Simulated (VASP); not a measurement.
Input of a VASP 6.6.1 run:

File POSCAR:

```
Ti
1.0
   -1.6410000000      1.6410000000      1.6410000000
    1.6410000000     -1.6410000000      1.6410000000
    1.6410000000      1.6410000000     -1.6410000000
Ti
1
Direct
    0.0000000000      0.0000000000      0.0000000000
```

The input INCAR.step1:

```
PREC     = Accurate       # precision mode
ENCUT    = 520            # plane-wave cutoff, eV
EDIFF    = 1E-5           # SCF threshold, eV
ISMEAR   = -1             # smearing method
SIGMA    = 0.05           # smearing width, eV
LREAL    = F              # projectors in reciprocal space
LASPH    = T              # aspherical terms in the spheres
NELM     = 100            # most SCF steps
ALGO     = Normal         # electronic algorithm
ISIF     = 2              # what is computed and relaxed
LWAVE    = T              # write WAVECAR
LCHARG   = F              # write CHGCAR
NBANDS   = 12             # bands
GGA      = PE             # functional
```

INCAR.step2

```
PREC     = Accurate       # precision mode
ENCUT    = 520            # plane-wave cutoff, eV
EDIFF    = 1E-6           # SCF threshold, eV
ISMEAR   = -1             # smearing method
SIGMA    = 0.05           # smearing width, eV
LREAL    = F              # projectors in reciprocal space
LASPH    = T              # aspherical terms in the spheres
NELM     = 100            # most SCF steps
ALGO     = Normal         # electronic algorithm
ISIF     = 2              # what is computed and relaxed
LWAVE    = F              # write WAVECAR
LCHARG   = F              # write CHGCAR
GGA      = PS             # functional
LHFCALC  = T              # exact exchange
AEXX     = 0.25           # exact-exchange fraction
PRECFOCK = Normal       
NBANDS   = 12             # bands
ISTART   = 1
```

The input KPOINTS:

```
Automatic mesh
0
Gamma
  6 6 6
```

Potentials or basis: VASP PAW PBE potentials, release 64 (Ti_sv).

Launch:

```sh
$ cat potpaw_PBE.64/Ti_sv/POTCAR > POTCAR
$ cp INCAR.step1 INCAR
$ mpirun -np 1 vasp_std > vasp.out
$ cp INCAR.step2 INCAR
$ mpirun -np 1 vasp_std > vasp.out
```

(1) Estimate the band gap on the k mesh.

(2) Estimate the pressure.

Results:

(1) zero (bands 6 and 7 overlap by 3.25 eV).

(2) -6.2 GPa.

Caveat: the k points lie up to 0.45 Å⁻¹ apart, too coarse for converged energies and pressures of a metal; the PAW data sets were made with another functional, which shifts forces and pressure a little.
